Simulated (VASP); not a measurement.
Set up this calculation in VASP 6.6.1, as the native input.

```
Task                   : single point
Functional             : PBEsol
Potentials or basis    : VASP PAW PBE potentials, release 64 (Li_sv, Nb_sv, O)
Cutoff                 : 520 eV
k mesh                 : 10 × 10 × 10
Occupations            : gaussian, width 0.05 eV
Spin                   : no spin polarisation
Dipole correction      : no
Further INCAR settings : ALGO = Normal; EDIFF = 1e-07; NBANDS = 34
```

The structure of Li4NbO4 lies in POSCAR:

```
Li4NbO4
1.0
   -3.8119495391      3.8119495391      1.6301049253
    3.8119495391     -3.8119495391      1.6301049253
    3.8119495391      3.8119495391     -1.6301049253
Li Nb O
4 1 4
Direct
    0.3607161967      0.2370116581      0.5977278549
    0.8426719780      0.3341549847      0.1768269627
    0.1573280220      0.6658450153      0.8231730373
    0.6658450153      0.8426719780      0.5085169933
    0.0000000000      0.0000000000      0.0000000000
    0.7589255465      0.0797104317      0.8386359782
    0.9202895683      0.7589255465      0.6792151148
    0.0797104317      0.2410744535      0.3207848852
    0.2410744535      0.9202895683      0.1613640218
```

This cell differs from its parent crystal: atom 1 (Li) moved by +0.608 Å along [1 0 0] and -0.203 Å along [0 1 0].

The input as run:

INCAR

```
SYSTEM = Li4NbO4
ALGO = Normal ; EDIFF = 1E-7
ENCUT = 520 ; GGA = PS
ISIF = 2 ; ISMEAR = 0
LASPH = .True. ; LCHARG = .False.
LREAL = .False. ; LWAVE = .False.
NBANDS = 34 ; NELM = 80
PREC = Accurate ; SIGMA = 0.05
```

KPOINTS

```
k-points
0
Gamma
  10 10 10
  0 0 0
```

Potentials or basis: VASP PAW PBE potentials, release 64 (Li_sv, Nb_sv, O).

Launch:

```sh
$ cat potpaw_PBE.64/Li_sv/POTCAR potpaw_PBE.64/Nb_sv/POTCAR potpaw_PBE.64/O/POTCAR > POTCAR
$ mpirun -np 1 vasp_std > vasp.out
```

Results of the run:

```json
{
 "Largest force": "2.381 eV/Å",
 "Band gap on the k mesh": "zero (an odd number of electrons rules out a gap without spin polarisation)"
}
```

Caveat: the cell differs from its parent crystal (atom 1 (Li) moved by +0.608 Å along [1 0 0] and -0.203 Å along [0 1 0]); the PAW data sets were made with another functional, which shifts forces and pressure a little; an odd number of electrons without spin polarisation forces a metal; a magnetic or distorted state may lie lower.

It took 38 min on 1 thread of Oxide Virtual Turin-like Processor, on a shared host, peak memory 0.77 GiB.
